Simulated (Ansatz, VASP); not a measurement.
**One calculation of MoS2, two programs**

```
CELL_PARAMETERS angstrom
3.22024 0.00000 0.00000
-1.61012 2.78881 0.00000
0.00000 0.00000 5.94503
ATOMIC_POSITIONS crystal
Mo 0.00000 0.00000 0.00000
S 0.33333 0.66667 0.26003
S 0.66667 0.33333 0.73997
```

Alike in both runs: task single point; functional r2SCAN; k mesh 12 × 12 × 4; occupations fermi-dirac, width 0.02 eV; no spin polarisation.

|  | VASP | Ansatz |
| --- | --- | --- |
| version | VASP 6.6.1 | Ansatz 0.2.0 |
| potentials or method | VASP PAW PBE potentials, release 64 (Mo_sv, S) | plane waves, PAW |
| plane-wave cutoff (eV) | 520 | 500 |
| valence electrons in the cell | 26 | 26 |

Ansatz gave:

```
pressure (GPa)                                                : 1.2
traceless stress, the component that is largest in VASP (GPa) : -0.09
rms of the force components (eV/Å)                            : 0.026
```

Which values does VASP return?

Pressure (GPa): 1.2; traceless stress, the component that is largest in VASP (GPa): -0.09; rms of the force components (eV/Å): 0.024.

VASP's potentials were made for PBE, not for r2SCAN. Atom by atom the forces differ by 0.002 eV/Å (rms over components).
